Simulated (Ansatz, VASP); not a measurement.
**Ir: VASP beside Ansatz**

File INCAR:

```
SYSTEM = Ir
ALGO = Normal
EDIFF = 1E-6
ENCUT = 520
ISIF = 2
ISMEAR = -1
LASPH = .True.
LCHARG = .True.
LELF = .True.
LREAL = .False.
LVHAR = .True.
LWAVE = .False.
NBANDS = 10
NELM = 60
PREC = Accurate
SIGMA = 0.1
```

File KPOINTS:

```
k-points
0
Gamma
  15 15 15
  0 0 0
```

Contents of POSCAR:

```
Ir
1.0
    2.2219894056      0.0000000000      0.0000000000
    0.0000000000      2.2219894056      0.0000000000
    0.0000000000      0.0000000000      2.2219894056
Ir
1
Direct
    0.0000000000      0.0000000000      0.0000000000
```

Input for Ansatz:

```yaml
crystal:
  lattice:
    - [2.2219894056, 0.0, 0.0]
    - [0.0, 2.2219894056, 0.0]
    - [0.0, 0.0, 2.2219894056]
  atoms:
    - { symbol: Ir, position: [0.0, 0.0, 0.0] }
kpoints:
  mp_grid: { grid: [15, 15, 15] }
scf:
  occupations: { method: fermi_dirac, width: 0.1 }
hamiltonian:
  xc: lda
  pseudopotentials: { kind: paw, level: accurate }
output:
  forces: true
  stress: true
  eigenvalues: true
```

Alike in both runs: task single point; functional LDA; k mesh 15 × 15 × 15; occupations fermi-dirac, width 0.1 eV; no spin polarisation.

|  | VASP | Ansatz |
| --- | --- | --- |
| version | VASP 6.6.1 | Ansatz 0.2.0 |
| potentials or method | VASP PAW LDA potentials, release 64 (Ir) | PAW with other files of Ansatz's library (level accurate), scalar-relativistic |
| plane-wave cutoff (eV) | 520 | 740 |
| valence electrons in the cell | 9 | 31 |

|  | VASP | Ansatz | Ansatz less VASP |
| --- | --- | --- | --- |
| pressure (GPa) | 280.0 | 280.0 | +0.01 |

LDA's correlation is that of Perdew and Zunger in VASP and of Perdew and Wang (1992) in Ansatz. Both programs put the cell under a high pressure, so it lies far from rest at this level. VASP's potentials hold 9 valence electrons a cell and Ansatz's 31, so a difference there can come from the potentials and not from the codes.

Spin-orbit coupling is off throughout. Noted on VASP's run: the cell as given lies far from equilibrium.
